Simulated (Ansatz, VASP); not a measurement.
## Two plane-wave programs on MgSi

```xyz
2
Lattice="2.9084 0.0000 0.0000 0.0000 2.9084 0.0000 0.0000 0.0000 4.1034" Properties=species:S:1:pos:R:3 pbc="T T T"
Mg    0.0000    0.0000    0.0000
Si    1.4542    1.4542    2.2267
```

Change from the starting cell: all Si atoms moved +0.175 Å, as atom 2 along Cartesian [0 0 1].

Alike in both runs: task single point; functional r2SCAN; k mesh 16 × 16 × 12; occupations gaussian, width 0.15 eV; no spin polarisation.

|  | VASP | Ansatz |
| --- | --- | --- |
| version | VASP 6.6.1 | Ansatz 0.2.0 |
| potentials or method | VASP PAW PBE potentials, release 64 (Mg, Si), cutoff 520 eV | scalar-relativistic, plane waves, PAW |
| valence electrons in the cell | 6 | 14 |

|  | VASP | Ansatz | Ansatz less VASP |
| --- | --- | --- | --- |
| gap on the k mesh at the Fermi level (eV) | none | none | - |
| pressure (GPa) | -0.5 | -0.3 | +0.29 |
| traceless stress, the component that is largest in VASP (GPa) | -2.18 | -2.14 | +0.036 |
| rms of the force components (eV/Å) | 0.388 | 0.392 | +0.0044 |

VASP's potentials were made for PBE, not for r2SCAN. Atom by atom the forces differ by 0.004 eV/Å (rms over components). A gap of «none» marks a metal or a gap that the smearing closes. The functional is the same, so the differences come from potentials, cutoffs and numerics. VASP's potentials hold 6 valence electrons a cell and Ansatz's 14, so a difference there can come from the potentials and not from the codes.
